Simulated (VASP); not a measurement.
# Ag (Fm-3m) in VASP: further runs, part 2 of 2

VASP 6.6.1.

## Step 5: Single point, LDA

File INCAR:

```
SYSTEM = Ag
  PREC = Accurate
  ENCUT = 520
  EDIFF = 1E-6
  ISMEAR = -1
  SIGMA = 0.6
  LREAL = .False.
  LASPH = .True.
  NELM = 60
  ALGO = Normal
  ISIF = 2
  LWAVE = .False.
  LCHARG = .True.
  LELF = .True.
  LVHAR = .True.
  NBANDS = 12
```

File KPOINTS:

```
regular mesh
0
Gamma
  13 13 13
  0 0 0
```

File POSCAR:

```
Ag
1.0
    0.0000000000      1.9996579419      1.9996579419
    1.9996579419      0.0000000000      1.9996579419
    1.9996579419      1.9996579419      0.0000000000
Ag
1
Direct
    0.0000000000      0.0000000000      0.0000000000
```

Potentials or basis: VASP PAW LDA potentials, release 64 (Ag).

On the command line:

```console
$ cat potpaw_LDA.64/Ag/POTCAR > POTCAR
$ mpirun -np 1 vasp_std > vasp.out
```

OUTCAR:

```text
SYSTEM = Ag
   PREC = Accurate
   ENCUT = 520
   EDIFF = 1E-6
   ISMEAR = -1
   LREAL = .False.
   LASPH = .True.
   NELM = 60
   ISIF = 2

 ion  position               nearest neighbor table
   1  0.000  0.000  0.000-

  LATTYP: Found a face centered cubic cell.
 ALAT       =     3.9993158838

  Lattice vectors:

 A1 = (   0.0000000000,   1.9996579419,   1.9996579419)
 A2 = (   1.9996579419,   0.0000000000,   1.9996579419)
 A3 = (   1.9996579419,   1.9996579419,   0.0000000000)

Analysis of symmetry for initial positions (statically):
=====================================================================
 Subroutine PRICEL returns:
 Original cell was already a primitive cell.

 Routine SETGRP: Setting up the symmetry group for a
 face centered cubic supercell.

 Subroutine GETGRP returns: Found 48 space group operations
 (whereof 48 operations were pure point group operations)
 out of a pool of 48 trial point group operations.

The static configuration has the point symmetry O_h .

Analysis of symmetry for dynamics (positions and initial velocities):
=====================================================================
 Subroutine PRICEL returns:
 Original cell was already a primitive cell.

 Routine SETGRP: Setting up the symmetry group for a
 face centered cubic supercell.

 Subroutine GETGRP returns: Found 48 space group operations
 (whereof 48 operations were pure point group operations)
 out of a pool of 48 trial point group operations.

The dynamic configuration has the point symmetry O_h .

 Subroutine INISYM returns: Found 48 space group operations
 (whereof 48 operations are pure point group operations),
 and found     1 'primitive' translations

----------------------------------------------------------------------------------------

                                     Primitive cell

  volume of cell :      15.9918

  direct lattice vectors                    reciprocal lattice vectors
     0.000000000  1.999657942  1.999657942    -0.250042765  0.250042765  0.250042765
     1.999657942  0.000000000  1.999657942     0.250042765 -0.250042765  0.250042765
     1.999657942  1.999657942  0.000000000     0.250042765  0.250042765 -0.250042765

  length of vectors
     2.827943382  2.827943382  2.827943382     0.433086772  0.433086772  0.433086772

  position of ions in fractional coordinates (direct lattice)
     0.000000000  0.000000000  0.000000000

  ion indices of the primitive-cell ions
   primitive index   ion index
                 1           1

----------------------------------------------------------------------------------------

 KPOINTS: regular mesh

Automatic generation of k-mesh.
 Grid dimensions read from file:
 generate k-points for:   13   13   13

 Generating k-lattice:

  Cartesian coordinates                     Fractional coordinates (reciprocal lattice)
    -0.019234059  0.019234059  0.019234059     0.076923077  0.000000000  0.000000000
     0.019234059 -0.019234059  0.019234059     0.000000000  0.076923077  0.000000000
     0.019234059  0.019234059 -0.019234059     0.000000000  0.000000000  0.076923077

  Length of vectors
     0.033314367  0.033314367  0.033314367

  Shift w.r.t. Gamma in fractional coordinates (k-lattice)
     0.000000000  0.000000000  0.000000000

 Subroutine IBZKPT returns following result:
 ===========================================

 Found     84 irreducible k-points:

 Following reciprocal coordinates:
            Coordinates               Weight
  0.000000  0.000000  0.000000      1.000000
  0.076923  0.000000  0.000000      8.000000
  0.153846  0.000000  0.000000      8.000000
  0.230769  0.000000  0.000000      8.000000
  0.307692  0.000000  0.000000      8.000000
  0.384615  0.000000  0.000000      8.000000
[... 16 lines left out ...]
  0.384615  0.153846  0.000000     24.000000
  0.461538  0.153846  0.000000     24.000000
 [... further k-points ...]
   k-points           NKPTS =     84   k-points in BZ     NKDIM =     84   number of bands    NBANDS=     12
   number of dos      NEDOS =    301   number of ions     NIONS =      1
   total plane-waves  NPLWV =  13824
   dimension x,y,z NGX =    24 NGY =   24 NGZ =   24
   dimension x,y,z NGXF=    48 NGYF=   48 NGZF=   48
   ions per type =               1
   NGX,Y,Z   is equivalent  to a cutoff of  14.11, 14.11, 14.11 a.u.
   NGXF,Y,Z  is equivalent  to a cutoff of  28.22, 28.22, 28.22 a.u.
 SYSTEM =  Ag
   PREC   = accura    normal or accurate (medium, high low for compatibility)
   ISTART =      0    job   : 0-new  1-cont  2-samecut
   ICHARG =      2    charge: 1-file 2-atom 10-const
   ISPIN  =      1    spin polarized calculation?
   LNONCOLLINEAR =      F non collinear calculations
   LSORBIT =      F    spin-orbit coupling
   LASPH  =      T    aspherical Exc in radial PAW
   ENCUT  =  520.0 eV  38.22 Ry    6.18 a.u.   5.26  5.26  5.26*2*pi/ulx,y,z
   NELM   =     60;   NELMIN=  2; NELMDL= -5     # of ELM steps
   EDIFF  = 0.1E-05   stopping-criterion for ELM
   LREAL  =      F    real-space projection
   EDIFFG = 0.1E-04   stopping-criterion for IOM
   NSW    =      0    number of steps for IOM
   IBRION =     -1    ionic relax: 0-MD 1-quasi-New 2-CG
   NFREE  =      0    steps in history (QN), initial steepest desc. (CG)
   ISIF   =      2    stress and relaxation
   ISYM   =      2    0-nonsym 1-usesym 2-fastsym
   POTIM  = 0.5000    time-step for ionic-motion
   TEBEG  =    0.0;   TEEND  =   0.0 temperature during run
   PSTRESS=    0.0 pullay stress
   NELECT =      11.0000    total number of electrons
   NUPDOWN=      -1.0000    fix difference up-down
   EMIN   =  10.00;   EMAX   =-10.00  energy-range for DOS
   EFERMI =   0.00;   METHOD = LEGACY
   ISMEAR =    -1;   SIGMA  =   0.60  broadening in eV -4-tet -1-fermi 0-gaus
   EFERMI_NEDOS =   21; number of points for ismear=-14 and -15
   IALGO  =     38    algorithm
   IMIX   =      4    mixing-type and parameters
     AMIX     =   0.40;   BMIX     =  1.00
     AMIX_MAG =   1.60;   BMIX_MAG =  1.00
  volume/ion in A,a.u.               =      15.99       107.92
  Fermi-wavevector in a.u.,A,eV,Ry     =   1.445129  2.730898 28.414386  2.088398
  Thomas-Fermi vector in A             =   2.563346
   LORBIT       =      0    0 simple, 1 ext, 2 COOP (PROOUT), +10 PAW based schemes
   GGA     = CA    functional components
   LHFCALC =     F    Hartree Fock is set to
   AEXX    =    0.0000 exact exchange contribution
   IVDW    =     0    specifies the selected vdW correction
   LEPSILON=     F    determine dielectric tensor
   LRPA    =     F    only Hartree local field effects (RPA)
 non-spin polarized calculation
  energy-cutoff  :      520.00
  volume of cell :       15.99
 maximum number of plane-waves:       444
 NGX is ok and might be reduce to    24
   NGX = 11   NGY = 11   NGZ = 11

 number of electron      11.0000002 magnetization

 Free energy of the ion-electron system (eV)
  ---------------------------------------------------
  ext. energy  EPLUGINS =         0.00000000
  ---------------------------------------------------
  free energy    TOTEN  =        -3.93771884 eV

  energy without entropy =       -3.59614438  energy(sigma->0) =       -3.76693161

 E-fermi :   9.1508     XC(G=0): -12.9693

 val. band max:        9.0499812054   @ k =   0.4615   0.2308   0.0000
 cond. band min:       9.2958802520   @ k =   0.4615   0.3077   0.0000
 fundamental gap:      0.2458990465
 Fermi energy:         9.1507630450

 k-point     1 :       0.0000    0.0000    0.0000
  band No.  band energies     occupation
      1       0.7694      2.00000
      2       4.0358      1.99960
      3       4.0358      1.99960
      4       4.0358      1.99960
      5       5.2133      1.99718
      6       5.2133      1.99718
      7      25.2231      0.00000
      8      29.1104      0.00000
      9      29.1104      0.00000
     10      29.1104      0.00000
     11      34.3001      0.00000
     12      35.7216      0.00000
[... 331 lines left out ...]
 k-point    24 :       0.4615    0.1538    0.0000
  band No.  band energies     occupation
      1       2.6565      1.99996
      2       3.8096      1.99973
      3       4.4508      1.99921
      4       4.6777      1.99884
      5       6.1371      1.98691
      6       8.7016      1.35774
      7      15.0691      0.00010
      8      23.7895      0.00000
      9      25.0491      0.00000
     10      26.1809      0.00000
     11      34.6965      0.00000
     12      34.8672      0.00000

 [... further k-points ...]

------------------------ aborting loop because EDIFF is reached ----------------------------------------

  FORCE on cell =-STRESS in cart. coord.  units (eV):
  Direction    XX          YY          ZZ          XY          YZ          ZX
  --------------------------------------------------------------------------------------
  -------------------------------------------------------------------------------------
  Total        0.1386192      0.1386192      0.1386192      0.0000000     -0.0000000      0.0000000
  in kB       13.8879081     13.8879081     13.8879081      0.0000000     -0.0000000      0.0000000
  external PRESSURE =      13.8879081 kB  Pullay stress =       0.0000000 kB

 VOLUME and BASIS-vectors are now :
 -----------------------------------------------------------------------------
  energy-cutoff  :      520.00
  volume of cell :       15.99
      direct lattice vectors                 reciprocal lattice vectors
     0.000000000  1.999657942  1.999657942    -0.250042765  0.250042765  0.250042765
     1.999657942  0.000000000  1.999657942     0.250042765 -0.250042765  0.250042765
     1.999657942  1.999657942  0.000000000     0.250042765  0.250042765 -0.250042765

 POSITION                                       TOTAL-FORCE (eV/Angst)
 -----------------------------------------------------------------------------------
      0.00000      0.00000      0.00000        -0.000000      0.000000     -0.000000
 -----------------------------------------------------------------------------------
    total drift:                               -0.000000     -0.000000     -0.000000

  FREE ENERGIE OF THE ION-ELECTRON SYSTEM (eV)
  ---------------------------------------------------
  free  energy   TOTEN  =        -3.9377188396 eV

  energy  without entropy=       -3.5961443821  energy(sigma->0) =       -3.76693161
```

OSZICAR:

```text
N       E                     dE             d eps       ncg     rms          rms(c)
DAV:   1     0.523503149652E+02    0.52350E+02   -0.55370E+03  2024   0.840E+02
DAV:   2    -0.341212311030E+01   -0.55762E+02   -0.53122E+02  2388   0.199E+02
DAV:   3    -0.429385085102E+01   -0.88173E+00   -0.88084E+00  2372   0.261E+01
DAV:   4    -0.429657021838E+01   -0.27194E-02   -0.27192E-02  2360   0.151E+00
DAV:   5    -0.429659031265E+01   -0.20094E-04   -0.20095E-04  2368   0.114E-01    0.679E+00
DAV:   6    -0.395626626548E+01    0.34032E+00   -0.13286E+00  2192   0.103E+01    0.411E+00
DAV:   7    -0.394316740292E+01    0.13099E-01   -0.88056E-03  2308   0.907E-01    0.225E+00
DAV:   8    -0.393770581139E+01    0.54616E-02   -0.94317E-04  2292   0.244E-01    0.796E-02
DAV:   9    -0.393771961064E+01   -0.13799E-04   -0.73349E-06  2360   0.193E-02    0.172E-02
DAV:  10    -0.393771883959E+01    0.77105E-06   -0.19252E-06  2336   0.109E-02
   1 F= -.39377188E+01 E0= -.37669316E+01  d E =-.341574E+00
```

stdout:

```text
POSCAR found type information on POSCAR Ag
 POSCAR found :  1 types and       1 ions
 scaLAPACK will be used
 LDA part: xc-table for (Slater(with rela. corr.)+CA(PZ))
 , standard interpolation
 POSCAR, INCAR and KPOINTS ok, starting setup
 FFT: planning ... GRIDC
 FFT: planning ... GRID_SOFT
 FFT: planning ... GRID
 WAVECAR not read
 entering main loop
```

It took 23 s on 1 thread of AMD EPYC 7R13 (Zen 3), shared host; peak memory 0.1 GiB.

What came out:

```yaml
Free_energy: -3.9377 eV
Pressure: 1.4 GPa
```

## Step 6: Single point, LDA

File INCAR:

```
SYSTEM = Ag
ALGO = Normal
EDIFF = 1E-6
ENCUT = 520
GGA = CA
ISIF = 2
ISMEAR = -1
LASPH = .True.
LCHARG = .False.
LREAL = .False.
LWAVE = .False.
NBANDS = 12
NELM = 100
PREC = Accurate
SIGMA = 1.0
```

File KPOINTS:

```
k-points
0
Gamma
  13 13 13
  0 0 0
```

POSCAR is that of step 5.

Potentials or basis: VASP PAW LDA potentials, release 64 (Ag).

On the command line:

```console
$ cat potpaw_LDA.64/Ag/POTCAR > POTCAR
$ mpirun -np 1 vasp_std > vasp.out
```

It took 19 s on 1 thread of AMD EPYC 7R13 (Zen 3), shared host; peak memory 0.1 GiB.

It converged, with:

| Property | Result |
| --- | --- |
| Free energy | -4.2987 eV |
| Pressure | 4.9 GPa |

Levels at points of the mesh, in eV from the Fermi level:
| k point | band 3 | band 4 | band 5 | band 6 | band 7 | band 8 | band 9 | band 10 |
| --- | --- | --- | --- | --- | --- | --- | --- | --- |
| (0.00, 0.00, 0.00) | -5.49 | -5.49 | -4.32 | -4.32 | 15.81 | 19.69 | 19.69 | 19.69 |

## Step 7: The runs side by side

| k mesh | smearing | gap on the mesh (eV) | pressure (GPa) |
| --- | --- | --- | --- |
| 22 × 22 × 22 | fermi-dirac 0.1 eV | none | 0.3 |
| 13 × 13 × 13 | fermi-dirac 0.2 eV | none | 0.3 |
| 13 × 13 × 13 | fermi-dirac 0.3 eV | none | 0.5 |
| 13 × 13 × 13 | fermi-dirac 0.6 eV | none | 1.4 |
| 13 × 13 × 13 | fermi-dirac 1 eV | none | 4.9 |

Alike in all rows: task single point; level LDA; potentials or basis VASP PAW LDA potentials, release 64 (Ag); no spin polarisation; cell as given; cutoff (eV) 520.

Every run on the cell as given and a fine mesh finds a metal.

Total energies depend on the potentials used, so only differences within one code and one set of settings carry meaning.
